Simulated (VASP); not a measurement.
# ZnSiP2: single point with LDA

Crystal: ZnSiP2.

```
Zn P Si
1.0
    -2.66867    2.66867    5.19493
     2.66867   -2.66867    5.19493
     2.66867    2.66867   -5.19493
Zn P Si
2 4 2
Cartesian
  0.0000 2.6687 2.5975
  0.0000 0.0000 0.0000
  1.3343 -1.2420 3.8962
  1.3343 3.9107 -1.2987
  1.2420 1.3343 6.4937
  1.4267 1.3343 1.2987
  2.6687 0.0000 2.5975
  0.0000 0.0000 5.1949
```

```yaml
Program: VASP 6.6.1
Task: single point
Functional: LDA
Potentials_or_basis: VASP PAW LDA potentials, release 64 (Zn, P, Si)
Cutoff: 500 eV
k_mesh: 7 × 7 × 7
Occupations: fermi-dirac, width 0.05 eV
Spin: no spin polarisation
Dipole_correction: no
Further_INCAR_settings: ALGO = Normal; EDIFF = 1e-06; NBANDS = 36
```

```yaml
Pressure: -0.9 GPa
Largest_force: 0.238 eV/Å
Band_gap_on_the_k_mesh: 1.15 eV
```

Forces on the atoms (eV/Å):
```
Zn   0.000  0.000  0.000
Zn   0.000  0.000  0.000
P    0.000 -0.238  0.000
P    0.000  0.238  0.000
P    0.238  0.000  0.000
P   -0.238  0.000  0.000
Si   0.000  0.000  0.000
Si   0.000  0.000  0.000
```

Stress tensor (GPa, compression positive):
```
-0.94  0.00  0.00
 0.00 -0.94  0.00
 0.00  0.00 -0.76
```

Levels at points of the mesh, in eV from the valence-band top:
```tsv
k point	band 22	band 23	band 24	band 25	band 26	band 27	band 28	band 29	band 30	band 31
(0.00, 0.00, 0.00)	-2.42	-2.42	-0.13	-0.13	0.00	1.15	1.76	2.68	3.28	3.28
```

Run time: 3.7 min on 1 thread of Intel(R) Xeon(R) Platinum 8375C CPU @ 2.90GHz (Ice Lake) (shared host), peak memory 0.36 GiB.

A k mesh can miss the band edges.
